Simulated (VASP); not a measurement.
Input of a VASP 6.6.1 run:

The input INCAR:

```
SYSTEM = KMgF3
  ALGO = Normal
  EDIFF = 1E-6
  EFERMI = MIDGAP
  ENCUT = 840
  GGA = PE
  GGA_COMPAT = .False.
  ISIF = 2
  ISMEAR = 0
  LASPH = .True.
  LCHARG = .False.
  LREAL = .False.
  LWAVE = .False.
  NELM = 120
  PREC = Accurate
  SIGMA = 0.03
```

Contents of KPOINTS:

```
Automatic mesh
0
Gamma
  9 9 9
  0 0 0
```

File POSCAR:

```
KMgF3
1.0
    3.9859000000      0.0000000000      0.0000000000
    0.0000000000      3.9859000000      0.0000000000
    0.0000000000      0.0000000000      3.9859000000
K Mg F
1 1 3
Direct
    0.5000000000      0.5000000000      0.5000000000
    0.0000000000      0.0000000000      0.0000000000
    0.0000000000      0.0000000000      0.5000000000
    0.0000000000      0.5000000000      0.0000000000
    0.5000000000      0.0000000000      0.0000000000
```

Potentials or basis: VASP PAW PBE potentials, release 64 (K_sv, Mg, F).

Run with:

```bash
$ cat potpaw_PBE.64/K_sv/POTCAR potpaw_PBE.64/Mg/POTCAR potpaw_PBE.64/F/POTCAR > POTCAR
$ mpirun -np 1 vasp_std > vasp.out
```

(1) Estimate the band gap on the k mesh.

(2) Predict the pressure.

Answers

(1) 7.33 eV (least direct gap 7.63 eV).

(2) 3.5 GPa.

Caveat: the cell stands under pressure; an odd mesh through Γ misses points on the zone boundary, where band edges can lie.
